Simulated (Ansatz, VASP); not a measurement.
Bi2Te3: VASP beside Ansatz

File INCAR:

```
PREC = Accurate
ENCUT = 520
EDIFF = 1E-6
ISMEAR = 0
SIGMA = 0.1
LREAL = False
LASPH = True
NELM = 100
ALGO = Normal
ISIF = 2
LWAVE = False
LCHARG = False
GGA = PE
NBANDS = 32
```

KPOINTS

```
Automatic mesh
0
Gamma
  6 6 6
```

File POSCAR:

```
Bi2Te3
1.0
    2.2085012900      1.2750788200      9.9466695800
   -2.2085012900      1.2750788200      9.9466695800
    0.0000000000     -2.5501576300      9.9466695800
Bi Te
2 3
Direct
    0.8119999800      0.8119999800      0.8119999800
    0.4020000100      0.4020000100      0.4020000100
    0.6110000000      0.6110000000      0.6110000000
    0.2000000000      0.2000000000      0.2000000000
    0.0000000000      0.0000000000      0.0000000000
```

Input for Ansatz:

```yaml
crystal:
  lattice:
    - [2.20850129, 1.27507882, 9.94666958]
    - [-2.20850129, 1.27507882, 9.94666958]
    - [0.0, -2.55015763, 9.94666958]
  atoms:
    - { symbol: Bi, position: [0.81199998, 0.81199998, 0.81199998] }
    - { symbol: Bi, position: [0.40200001, 0.40200001, 0.40200001] }
    - { symbol: Te, position: [0.611, 0.611, 0.611] }
    - { symbol: Te, position: [0.2, 0.2, 0.2] }
    - { symbol: Te, position: [0.0, 0.0, 0.0] }
basis:
  ecutwfc: 420
kpoints:
  mp_grid: { grid: [6, 6, 6] }
hamiltonian:
  xc: pbe
scf:
  occupations: { method: gaussian, width: 0.1 }
  lower_state_search: "off"
output:
  forces: true
  stress: true
  eigenvalues: true
```

Alike in both runs: task single point; functional PBE; k mesh 6 × 6 × 6; occupations gaussian, width 0.1 eV; no spin polarisation.

|  | VASP | Ansatz |
| --- | --- | --- |
| version | VASP 6.6.1 | Ansatz 0.2.0 |
| potentials or method | VASP PAW PBE potentials, release 64 (Bi_d, Te), cutoff 520 eV | scalar-relativistic, plane waves, PAW |
| valence electrons in the cell | 48 | 78 |

```csv
,VASP,Ansatz,Ansatz less VASP
gap on the k mesh at the Fermi level (eV),none,none,-
pressure (GPa),1.6,1.7,+0.04
"traceless stress, the component that is largest in VASP (GPa)",-0.63,-0.62,+0.012
rms of the force components (eV/Å),0.501,0.497,-0.0032
```

Atom by atom the forces differ by 0.004 eV/Å (rms over components). A gap of «none» marks a metal or a gap that the smearing closes. VASP's potentials hold 48 valence electrons a cell and Ansatz's 78, so a difference there can come from the potentials and not from the codes.

Spin-orbit coupling is off throughout.
